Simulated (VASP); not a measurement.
BN, 4 atoms in the cell. Symmetry: P6_3mc, No. 186, hexagonal system. The conventional cell has a = 2.554 Å, b = 2.554 Å, c = 4.227 Å, α = 90.00°, β = 90.00°, γ = 120.00°. N (site symmetry 3m) has 4 B at 1.57 to 1.58 Å within 2.1 Å. Within 2.1 Å of B (site symmetry 3m) lie 4 N at 1.57 to 1.58 Å. 

```yaml
Program: VASP 6.6.1
Task: single point
Functional: PBE
Potentials_or_basis: VASP PAW PBE potentials, release 64 (N, B)
Cutoff: 520 eV
k_mesh: 12 × 12 × 6
Occupations: gaussian, width 0.019 eV
Spin: no spin polarisation
Dipole_correction: no
Further_INCAR_settings: ALGO = Normal; EDIFF = 1e-07; NBANDS = 16
```

Potentials or basis: VASP PAW PBE potentials, release 64 (N, B).

The run is started by

```console
$ cat potpaw_PBE.64/N/POTCAR potpaw_PBE.64/B/POTCAR > POTCAR
$ mpirun -np 1 vasp_std > vasp.out
```

Hardware: 1 thread of Intel Xeon 6975P-C, on a shared host.

Problem. Estimate the wall time of this run.

Solution. Run time: 22 s on 1 thread of Intel Xeon 6975P-C, on a shared host, peak memory 0.15 GiB. Counts: scf iterations 13, k points 76.
